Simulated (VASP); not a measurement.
# Al in VASP: notebook

Al is run at these levels: LDA; tasks: single point.

Everything below comes from runs of VASP 6.6.1. Logs are shortened: lines on timing, memory, paths and dates and some standing lists are left out, and cuts for length are marked.

## 1. The cell of the first run

It takes space group Immm (No. 71, orthorhombic). The conventional cell has a = 2.802 Å, b = 2.835 Å, c = 3.962 Å, α = 90.00°, β = 90.00°, γ = 90.00°. Al (site symmetry mmm) has 12 Al at 2.80 to 2.84 Å within 3.7 Å.

## 2. Single point, LDA

Input file INCAR:

```
SYSTEM = Al
  ALGO = Fast
  EDIFF = 1E-7
  ENCUT = 520
  GGA = CA
  ISIF = 2
  ISMEAR = 0
  ISYM = 0
  LASPH = .TRUE.
  LCHARG = .FALSE.
  LREAL = .FALSE.
  LWAVE = .FALSE.
  NBANDS = 10
  NELM = 80
  PREC = Accurate
  SIGMA = 0.1
```

Input file KPOINTS:

```
k-points
0
G
  9 6 24
  0 0 0
```

Input file POSCAR:

```
Al
1.0
    3.9621891203      0.0000000000      0.0000000000
    0.0000000000      5.6033815906      0.0000000000
   -1.9810945601      1.4008453976      1.4175631019
Al
2
Direct
    0.0000000000      0.5000000000      0.0000000000
    0.0000000000      0.0000000000      0.0000000000
```

Potentials or basis: VASP PAW LDA potentials, release 64 (Al).

Command:

```console
cat potpaw_LDA.64/Al/POTCAR > POTCAR
mpirun -np 1 vasp_std > vasp.out
```

OUTCAR:

```text
SYSTEM = Al
   EDIFF = 1E-7
   ENCUT = 520
   GGA = CA
   ISIF = 2
   ISMEAR = 0
   ISYM = 0
   LASPH = .TRUE.
   LREAL = .FALSE.
   NELM = 80
   PREC = Accurate

 ion  position               nearest neighbor table
   1  0.000  0.500  0.000-   2 2.80   2 2.80   2 2.81   2 2.81   2 2.81   2 2.81
   2  0.000  0.000  0.000-   1 2.80   1 2.80   1 2.81   1 2.81   1 2.81   1 2.81

IMPORTANT INFORMATION: All symmetrisations will be switched off!
NOSYMM: (Re-)initialisation of all symmetry stuff for point group C_1.

----------------------------------------------------------------------------------------

                                     Primitive cell

  volume of cell :      31.4723

  direct lattice vectors                    reciprocal lattice vectors
     3.962189120  0.000000000  0.000000000     0.252385732  0.000000000  0.352717984
     0.000000000  5.603381591  0.000000000     0.000000000  0.178463662 -0.176358992
    -1.981094560  1.400845398  1.417563102     0.000000000  0.000000000  0.705435969

  length of vectors
     3.962189120  5.603381591  2.810086944     0.433714807  0.250901919  0.705435969

  position of ions in fractional coordinates (direct lattice)
     0.000000000  0.500000000  0.000000000
     0.000000000  0.000000000  0.000000000

  ion indices of the primitive-cell ions
   primitive index   ion index
                 1           1
                 2           2

----------------------------------------------------------------------------------------

 KPOINTS: k-points

Automatic generation of k-mesh.
 Grid dimensions read from file:
 generate k-points for:    9    6   24

 Generating k-lattice:

  Cartesian coordinates                     Fractional coordinates (reciprocal lattice)
     0.028042859  0.000000000  0.039190887     0.111111111  0.000000000  0.000000000
     0.000000000  0.029743944 -0.029393165     0.000000000  0.166666667  0.000000000
     0.000000000  0.000000000  0.029393165     0.000000000  0.000000000  0.041666667

  Length of vectors
     0.048190534  0.041816986  0.029393165

  Shift w.r.t. Gamma in fractional coordinates (k-lattice)
     0.000000000  0.000000000  0.000000000

 WARNING: IBZKPT: internal override: KBLOWUP is changed to .FALSE.
      ... skipping the blow-up phase ...

 Subroutine IBZKPT returns following result:
 ===========================================

 Found    650 irreducible k-points:

 Following reciprocal coordinates:
            Coordinates               Weight
  0.000000  0.000000  0.000000      1.000000
  0.111111  0.000000  0.000000      2.000000
  0.222222  0.000000  0.000000      2.000000
  0.333333  0.000000  0.000000      2.000000
  0.444444  0.000000  0.000000      2.000000
  0.000000  0.166667 -0.000000      2.000000
[... 16 lines left out ...]
 -0.111111  0.333333 -0.000000      2.000000
  0.000000  0.500000 -0.000000      1.000000
 [... further k-points ...]
   k-points           NKPTS =    650   k-points in BZ     NKDIM =    650   number of bands    NBANDS=     10
   number of dos      NEDOS =    301   number of ions     NIONS =      2
   total plane-waves  NPLWV =  30240
   dimension x,y,z NGX =    30 NGY =   42 NGZ =   24
   dimension x,y,z NGXF=    60 NGYF=   84 NGZF=   48
   ions per type =               2
   NGX,Y,Z   is equivalent  to a cutoff of  12.59, 12.46, 14.20 a.u.
   NGXF,Y,Z  is equivalent  to a cutoff of  25.17, 24.92, 28.40 a.u.
 SYSTEM =  Al
   PREC   = accura    normal or accurate (medium, high low for compatibility)
   ISTART =      0    job   : 0-new  1-cont  2-samecut
   ICHARG =      2    charge: 1-file 2-atom 10-const
   ISPIN  =      1    spin polarized calculation?
   LNONCOLLINEAR =      F non collinear calculations
   LSORBIT =      F    spin-orbit coupling
   LASPH  =      T    aspherical Exc in radial PAW
   ENCUT  =  520.0 eV  38.22 Ry    6.18 a.u.   7.37 10.42  5.22*2*pi/ulx,y,z
   NELM   =     80;   NELMIN=  2; NELMDL= -5     # of ELM steps
   EDIFF  = 0.1E-06   stopping-criterion for ELM
   LREAL  =      F    real-space projection
   EDIFFG = 0.1E-05   stopping-criterion for IOM
   NSW    =      0    number of steps for IOM
   IBRION =     -1    ionic relax: 0-MD 1-quasi-New 2-CG
   NFREE  =      0    steps in history (QN), initial steepest desc. (CG)
   ISIF   =      2    stress and relaxation
   ISYM   =      0    0-nonsym 1-usesym 2-fastsym
   POTIM  = 0.5000    time-step for ionic-motion
   TEBEG  =    0.0;   TEEND  =   0.0 temperature during run
   PSTRESS=    0.0 pullay stress
   NELECT =       6.0000    total number of electrons
   NUPDOWN=      -1.0000    fix difference up-down
   EMIN   =  10.00;   EMAX   =-10.00  energy-range for DOS
   EFERMI =   0.00;   METHOD = LEGACY
   ISMEAR =     0;   SIGMA  =   0.10  broadening in eV -4-tet -1-fermi 0-gaus
   EFERMI_NEDOS =   21; number of points for ismear=-14 and -15
   IALGO  =     68    algorithm
   IMIX   =      4    mixing-type and parameters
     AMIX     =   0.40;   BMIX     =  1.00
     AMIX_MAG =   1.60;   BMIX_MAG =  1.00
  volume/ion in A,a.u.               =      15.74       106.19
  Fermi-wavevector in a.u.,A,eV,Ry     =   0.942213  1.780525 12.078793  0.887766
  Thomas-Fermi vector in A             =   2.069801
   LORBIT       =      0    0 simple, 1 ext, 2 COOP (PROOUT), +10 PAW based schemes
   GGA     = CA    functional components
   LHFCALC =     F    Hartree Fock is set to
   AEXX    =    0.0000 exact exchange contribution
   IVDW    =     0    specifies the selected vdW correction
   LEPSILON=     F    determine dielectric tensor
   LRPA    =     F    only Hartree local field effects (RPA)
 non-spin polarized calculation
 RMM-DIIS sequential band-by-band and
 Gauss-broadening in eV      SIGMA  =   0.10
  energy-cutoff  :      520.00
  volume of cell :       31.47
 maximum number of plane-waves:       888
 NGX is ok and might be reduce to    30
   NGX = 15   NGY = 21   NGZ = 11

 number of electron       6.0000000 magnetization

 Free energy of the ion-electron system (eV)
  ---------------------------------------------------
  ext. energy  EPLUGINS =         0.00000000
  ---------------------------------------------------
  free energy    TOTEN  =        -8.38366069 eV

  energy without entropy =       -8.37915507  energy(sigma->0) =       -8.38140788

 E-fermi :   8.2982     XC(G=0): -10.5198

 val. band max:        8.2914203910   @ k =   0.4444  -0.3333   0.3333
 cond. band min:       8.2997667923   @ k =   0.1111   0.0000   0.4167
 fundamental gap:      0.0083464012
 Fermi energy:         8.2981939087

 k-point     1 :       0.0000    0.0000    0.0000
  band No.  band energies     occupation
      1      -3.1383      2.00000
      2       5.2508      2.00000
      3       6.6278      2.00000
      4      13.6218      0.00000
      5      14.0674      0.00000
      6      14.1096      0.00000
      7      17.7384      0.00000
      8      20.9109      0.00000
      9      21.1644      0.00000
     10      21.2927      0.00000

 k-point     2 :       0.1111    0.0000    0.0000
  band No.  band energies     occupation
      1      -2.7959      2.00000
      2       4.1969      2.00000
      3       8.3004      0.97544
      4      10.9561      0.00000
      5      14.3755      0.00000
      6      15.6700      0.00000
      7      17.2207      0.00000
      8      19.6983      0.00000
      9      20.3154      0.00000
     10      20.5075      0.00000

 k-point     3 :       0.2222    0.0000    0.0000
  band No.  band energies     occupation
      1      -1.7737      2.00000
      2       3.2758      2.00000
      3       8.1784      1.90973
      4      11.1389      0.00000
      5      12.7571      0.00000
      6      15.2408      0.00000
      7      16.9146      0.00000
      8      19.5787      0.00000
      9      19.7246      0.00000
     10      23.1945      0.00000

 k-point     4 :       0.3333    0.0000    0.0000
  band No.  band energies     occupation
      1      -0.0872      2.00000
      2       2.9714      2.00000
      3       5.9633      2.00000
      4       8.7080      0.00000
      5      14.5188      0.00000
      6      16.6895      0.00000
      7      18.5361      0.00000
      8      19.3545      0.00000
      9      19.4495      0.00000
     10      22.0341      0.00000

 k-point     5 :       0.4444    0.0000    0.0000
  band No.  band energies     occupation
      1       2.2387      2.00000
      2       3.3031      2.00000
      3       4.3508      2.00000
      4       5.1906      2.00000
      5      18.2610      0.00000
      6      18.7258      0.00000
      7      19.6817      0.00000
      8      19.7287      0.00000
      9      20.1638      0.00000
     10      20.5770      0.00000

 k-point     6 :       0.0000    0.1667   -0.0000
  band No.  band energies     occupation
      1      -2.8804      2.00000
      2       3.1436      2.00000
      3       9.1768      0.00000
      4      13.8736      0.00000
      5      14.2861      0.00000
      6      14.3256      0.00000
      7      17.9732      0.00000
      8      19.3413      0.00000
      9      19.4684      0.00000
     10      19.7642      0.00000
[... 183 lines left out ...]
 k-point    21 :      -0.3333    0.3333    0.0000
  band No.  band energies     occupation
      1      -0.0394      2.00000
      2       2.8810      2.00000
      3       5.8647      2.00000
      4       8.8912      0.00000
      5      14.7016      0.00000
      6      16.7378      0.00000
      7      18.5879      0.00000
      8      19.0751      0.00000
      9      19.3642      0.00000
     10      21.7452      0.00000

 k-point    22 :      -0.2222    0.3333   -0.0000
  band No.  band energies     occupation
      1      -0.3856      2.00000
      2       0.5745      2.00000
      3       9.3534      0.00000
      4      10.4655      0.00000
      5      16.1867      0.00000
      6      16.4357      0.00000
      7      17.2442      0.00000
      8      18.1985      0.00000
      9      18.6700      0.00000
     10      19.0399      0.00000

 k-point    23 :      -0.1111    0.3333   -0.0000
  band No.  band energies     occupation
      1      -1.0979      2.00000
      2      -0.0611      2.00000
      3      12.5603      0.00000
      4      13.3296      0.00000
      5      15.4767      0.00000
      6      15.8138      0.00000
      7      16.6953      0.00000
      8      17.2646      0.00000
      9      18.0615      0.00000
     10      18.4686      0.00000

 k-point    24 :       0.0000    0.5000   -0.0000
  band No.  band energies     occupation
      1      -0.8346      2.00000
      2      -0.8346      2.00000
      3      15.8365      0.00000
      4      15.8365      0.00000
      5      16.0495      0.00000
      6      16.0495      0.00000
      7      16.0713      0.00000
      8      16.0713      0.00000
      9      16.6730      0.00000
     10      16.6730      0.00000

 [... further k-points ...]

------------------------ aborting loop because EDIFF is reached ----------------------------------------

  FORCE on cell =-STRESS in cart. coord.  units (eV):
  Direction    XX          YY          ZZ          XY          YZ          ZX
  --------------------------------------------------------------------------------------
  -------------------------------------------------------------------------------------
  Total       -0.1989018      0.3048983      0.2337603     -0.0000033     -0.0000043     -0.0022338
  in kB      -10.1256166     15.5216452     11.9001803     -0.0001678     -0.0002200     -0.1137175
  external PRESSURE =       5.7654029 kB  Pullay stress =       0.0000000 kB

 VOLUME and BASIS-vectors are now :
 -----------------------------------------------------------------------------
  energy-cutoff  :      520.00
  volume of cell :       31.47
      direct lattice vectors                 reciprocal lattice vectors
     3.962189120  0.000000000  0.000000000     0.252385732  0.000000000  0.352717984
     0.000000000  5.603381591  0.000000000     0.000000000  0.178463662 -0.176358992
    -1.981094560  1.400845398  1.417563102     0.000000000  0.000000000  0.705435969

 POSITION                                       TOTAL-FORCE (eV/Angst)
 -----------------------------------------------------------------------------------
      0.00000      2.80169      0.00000        -0.000000     -0.000000      0.000000
      0.00000      0.00000      0.00000         0.000000      0.000000     -0.000000
 -----------------------------------------------------------------------------------
    total drift:                                0.000000     -0.000000     -0.000000

  FREE ENERGIE OF THE ION-ELECTRON SYSTEM (eV)
  ---------------------------------------------------
  free  energy   TOTEN  =        -8.3836606948 eV

  energy  without entropy=       -8.3791550675  energy(sigma->0) =       -8.38140788
```

Wall time 4.7 min (1 thread of Intel Xeon Platinum 8259CL at 2.50GHz (Skylake/Cascade Lake), shared host); peak memory 0.28 GiB.

Results:

```yaml
Free_energy: -8.3837 eV
Pressure: 0.6 GPa
Band_gap_on_the_k_mesh: zero (band 3 reaches 15.84 eV, above the bottom of band 4 at 4.31 eV)
```

Levels at points of the mesh, in eV from the Fermi level:
```
           k point  band 1  band 2  band 3  band 4  band 5  band 6  band 7
(0.00, 0.00, 0.00)  -11.44   -3.05   -1.67    5.32    5.77    5.81    9.44
(0.00, 0.50, 0.00)   -9.13   -9.13    7.54    7.54    7.75    7.75    7.77
(0.00, 0.00, 0.50)   -3.05   -2.96   -1.67   -1.55    5.25    5.32    5.46
(0.00, 0.50, 0.50)   -0.94   -0.94   -0.85   -0.85    0.13    0.13    1.28
```

## 3. Single point, LDA

This run uses another cell than the first one, of 15.88 Å³/atom, 1.009 times its volume.

Input file INCAR:

```
PREC = Accurate
ENCUT = 520
EDIFF = 1E-6
ISMEAR = 0
SIGMA = 0.1
LREAL = False
LASPH = True
NELM = 80
ALGO = Fast
ISIF = 2
LWAVE = False
LCHARG = False
NBANDS = 10
ISYM = 0
```

Input file KPOINTS:

```
regular mesh
0
Gamma
  9 6 24
```

Input file POSCAR:

```
Al
1.0
    3.9621818748     -0.0000000002     -0.0075773321
   -0.0000000002      5.6033815906     -0.0000002538
   -1.9838019000      1.4008453335      1.4346402697
Al
2
Direct
    0.0000000000      0.5000000000      0.0000000000
    0.0000000000      0.0000000000      0.0000000000
```

Potentials or basis: VASP PAW LDA potentials, release 64 (Al).

Command:

```console
cat potpaw_LDA.64/Al/POTCAR > POTCAR
mpirun -np 1 vasp_std > vasp.out
```

OUTCAR:

```text
PREC = Accurate
   ENCUT = 520
   EDIFF = 1E-6
   ISMEAR = 0
   LREAL = False
   LASPH = True
   NELM = 80
   ISIF = 2
   ISYM = 0

 ion  position               nearest neighbor table
   1  0.000  0.500  0.000-   2 2.80   2 2.80   2 2.81   2 2.81   2 2.82   2 2.82
   2  0.000  0.000  0.000-   1 2.80   1 2.80   1 2.81   1 2.81   1 2.82   1 2.82

IMPORTANT INFORMATION: All symmetrisations will be switched off!
NOSYMM: (Re-)initialisation of all symmetry stuff for point group C_1.

----------------------------------------------------------------------------------------

[... 477 lines left out ...]
      9      16.4867      0.00000
     10      16.4867      0.00000

 [... further k-points ...]
[... 5 lines left out ...]
  --------------------------------------------------------------------------------------
  -------------------------------------------------------------------------------------
  Total       -0.3671880      0.2427676      0.0052488     -0.0000029     -0.0000040     -0.0101808
  in kB      -18.5191679     12.2440105      0.2647223     -0.0001445     -0.0001995     -0.5134716
  external PRESSURE =      -2.0034784 kB  Pullay stress =       0.0000000 kB

 VOLUME and BASIS-vectors are now :
 -----------------------------------------------------------------------------
  energy-cutoff  :      520.00
  volume of cell :       31.77
      direct lattice vectors                 reciprocal lattice vectors
     3.962181875 -0.000000000 -0.007577332     0.253055388  0.000000016  0.349921683
    -0.000000000  5.603381591 -0.000000254    -0.000334140  0.178463654 -0.174721741
    -1.983801900  1.400845333  1.434640270     0.001336561  0.000000032  0.698886996

 POSITION                                       TOTAL-FORCE (eV/Angst)
 -----------------------------------------------------------------------------------
     -0.00000      2.80169     -0.00000         0.000000     -0.000000      0.000000
      0.00000      0.00000      0.00000        -0.000000      0.000000     -0.000000
 -----------------------------------------------------------------------------------
    total drift:                               -0.000000     -0.000000      0.000000

  FREE ENERGIE OF THE ION-ELECTRON SYSTEM (eV)
  ---------------------------------------------------
  free  energy   TOTEN  =        -8.3848792733 eV

  energy  without entropy=       -8.3811863135  energy(sigma->0) =       -8.38303279
```

OSZICAR:

```text
N       E                     dE             d eps       ncg     rms          rms(c)
DAV:   1    -0.951031406077E+00   -0.95103E+00   -0.21962E+03 13160   0.442E+02
DAV:   2    -0.828305723690E+01   -0.73320E+01   -0.70580E+01 16962   0.563E+01
DAV:   3    -0.844328633260E+01   -0.16023E+00   -0.15876E+00 16906   0.642E+00
DAV:   4    -0.844390194783E+01   -0.61562E-03   -0.61555E-03 15440   0.447E-01
DAV:   5    -0.844390509642E+01   -0.31486E-05   -0.31485E-05 15796   0.313E-02    0.203E+00
RMM:   6    -0.840811530662E+01    0.35790E-01   -0.36157E-03 13128   0.302E-01    0.116E+00
RMM:   7    -0.838491345979E+01    0.23202E-01   -0.94090E-03 13539   0.482E-01    0.176E-01
RMM:   8    -0.838487194087E+01    0.41519E-04   -0.55981E-04 14048   0.149E-01    0.486E-02
RMM:   9    -0.838487904134E+01   -0.71005E-05   -0.67094E-05 14630   0.640E-02    0.125E-02
RMM:  10    -0.838487927327E+01   -0.23194E-06   -0.98565E-06 14863   0.197E-02
   1 F= -.83848793E+01 E0= -.83830328E+01  d E =-.369296E-02
```

stdout:

```text
POSCAR found type information on POSCAR Al
 POSCAR found :  1 types and       2 ions
 scaLAPACK will be used
 LDA part: xc-table for (Slater(with rela. corr.)+CA(PZ))
 , standard interpolation
 -----------------------------------------------------------------------------
|                                                                             |
|           W    W    AA    RRRRR   N    N  II  N    N   GGGG   !!!           |
|           W    W   A  A   R    R  NN   N  II  NN   N  G    G  !!!           |
|           W    W  A    A  R    R  N N  N  II  N N  N  G       !!!           |
|           W WW W  AAAAAA  RRRRR   N  N N  II  N  N N  G  GGG   !            |
|           WW  WW  A    A  R   R   N   NN  II  N   NN  G    G                |
|           W    W  A    A  R    R  N    N  II  N    N   GGGG   !!!           |
|                                                                             |
|     Your reciprocal lattice and k-lattice belong to different lattice       |
|     classes:                                                                |
|                                                                             |
|        The reciprocal lattice is triclinic,                                 |
|        whereas your k-lattice is simple monoclinic.                         |
|                                                                             |
|     Results are often still useful ...                                      |
|                                                                             |
 -----------------------------------------------------------------------------

 POSCAR, INCAR and KPOINTS ok, starting setup
 FFT: planning ... GRIDC
 FFT: planning ... GRID_SOFT
 FFT: planning ... GRID
 WAVECAR not read
 entering main loop
```

It took 3.6 min on 1 thread of Intel Xeon Platinum 8259CL at 2.50GHz (Skylake/Cascade Lake), shared host; peak memory 0.28 GiB.

What came out:

```yaml
Free_energy: -8.3849 eV
Pressure: -0.2 GPa
Band_gap_on_the_k_mesh: zero (band 3 reaches 15.64 eV, above the bottom of band 4 at 4.28 eV)
```

Stress tensor (GPa, compression positive):
```
-1.85  0.00 -0.05
 0.00  1.22  0.00
-0.05  0.00  0.03
```
